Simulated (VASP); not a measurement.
FeSi16 (a cell with a defect): single point with PBEsol

FeSi16 (a cell with a defect):

```
Si Fe
1.0
     0.00000    5.43000    5.43000
     5.43000    0.00000    5.43000
     5.43000    5.43000    0.00000
Si Fe
16 1
Direct
  0.99166 0.99215 0.99191
  0.11825 0.11607 0.11720
  0.00249 0.00537 0.49023
  0.12663 0.12399 0.61785
  0.00317 0.48966 0.00397
  0.12497 0.61794 0.12433
  0.01102 0.49707 0.49716
  0.13664 0.61903 0.61943
  0.49104 0.00472 0.00263
  0.61767 0.12456 0.12658
  0.49923 0.00926 0.49939
  0.61872 0.14108 0.61780
  0.49759 0.49763 0.01037
  0.61965 0.61833 0.13739
  0.50915 0.51470 0.51023
  0.63807 0.63596 0.63737
  0.80556 0.80715 0.80558
```

- Program: VASP 6.6.1
- Task: single point
- Functional: PBEsol
- Potentials or basis: VASP PAW PBE potentials, release 64 (Si, Fe)
- Cutoff: 520 eV
- k mesh: 2 × 2 × 2
- Occupations: gaussian, width 0.05 eV
- Spin: collinear spin, ferromagnetic start
- Starting moments: [0.0, 0.0, 0.0, 0.0, 0.0, 0.0, 0.0, 0.0, 0.0, 0.0, 0.0, 0.0, 0.0, 0.0, 0.0, 0.0, 1.6] μB
- Dipole correction: no
- Further INCAR settings: LREAL = Auto; ALGO = Normal; EDIFF = 1e-06; NBANDS = 54

```
Pressure                                              : 1.8 GPa
Largest force                                         : 0.050 eV/Å
Band gap on the k mesh                                : zero (filled and empty bands overlap)
Net moment                                            : 2.01 μB per cell
Site moments                                          : Si +0.00, -0.00, +0.02, +0.01 (each value once); Fe +1.61 μB
Valence electrons inside the program's atomic spheres : Si 1.69, 1.68, 1.70 (each value once); Fe 7.54
```

Forces in eV/Å, atoms in the order of the input:
```
Si  -0.013 -0.012 -0.013
Si  -0.010 -0.009 -0.006
Si  -0.008 -0.006  0.029
Si   0.003 -0.002  0.009
Si   0.000  0.028 -0.006
Si   0.001  0.008  0.003
Si   0.008 -0.004 -0.002
Si  -0.007  0.008  0.010
Si   0.026 -0.002 -0.008
Si   0.012 -0.003  0.003
Si  -0.005 -0.002 -0.007
Si  -0.003 -0.007  0.001
Si  -0.002 -0.007  0.008
Si   0.007  0.010 -0.011
Si  -0.019 -0.007 -0.023
Si  -0.020 -0.023 -0.017
Fe   0.029  0.029  0.029
```

Stress tensor (GPa, compression positive):
```
1.88 0.77 0.68
0.77 1.70 0.85
0.68 0.85 1.81
```

Levels at points of the mesh, in eV from the Fermi level:
Spin up:
```
           k point  band 35  band 36  band 37  band 38  band 39  band 40
(0.00, 0.00, 0.00)    -0.42    -0.18    -0.03     0.02     0.07     0.30
(0.50, 0.00, 0.00)    -0.94    -0.66    -0.21     0.62     0.99     1.07
(0.00, 0.50, 0.00)    -0.95    -0.67    -0.24     0.61     0.99     1.07
(0.00, 0.00, 0.50)    -0.94    -0.66    -0.22     0.62     0.99     1.07
(0.50, 0.50, 0.50)    -1.07    -0.17    -0.11     0.77     0.88     1.24
(0.50, 0.50, 0.00)    -1.25    -0.72    -0.50     0.60     0.88     1.80
(0.00, 0.50, 0.50)    -1.25    -0.73    -0.49     0.60     0.88     1.80
(0.50, 0.00, 0.50)    -1.24    -0.71    -0.51     0.60     0.88     1.80
```
Spin down:
```csv
k point,band 31,band 32,band 33,band 34,band 35,band 36,band 37,band 38,band 39,band 40
"(0.00, 0.00, 0.00)",-1.01,-0.55,-0.54,-0.53,-0.14,-0.09,0.08,0.13,0.33,0.34
"(0.50, 0.00, 0.00)",-1.18,-1.07,-1.00,-0.26,-0.24,0.45,0.57,0.71,1.03,1.10
"(0.00, 0.50, 0.00)",-1.17,-1.08,-0.99,-0.27,-0.25,0.46,0.55,0.70,1.03,1.10
"(0.00, 0.00, 0.50)",-1.17,-1.07,-1.00,-0.26,-0.24,0.45,0.56,0.71,1.03,1.10
"(0.50, 0.50, 0.50)",-1.07,-1.06,-0.27,-0.25,0.20,0.22,0.26,0.79,1.05,1.25
"(0.50, 0.50, 0.00)",-1.76,-1.57,-0.58,-0.46,-0.08,0.31,0.33,0.65,1.25,1.85
"(0.00, 0.50, 0.50)",-1.76,-1.57,-0.59,-0.45,-0.09,0.32,0.33,0.65,1.25,1.85
"(0.50, 0.00, 0.50)",-1.76,-1.57,-0.56,-0.47,-0.07,0.29,0.33,0.65,1.25,1.85
```

It took 7 min on 1 thread of Intel(R) Xeon(R) 6975P-C (Granite Rapids), on a shared host, peak memory 0.7 GiB.

Caveat: the k points lie up to 0.50 Å⁻¹ apart; the PAW data sets were made with another functional, which shifts forces and pressure a little.
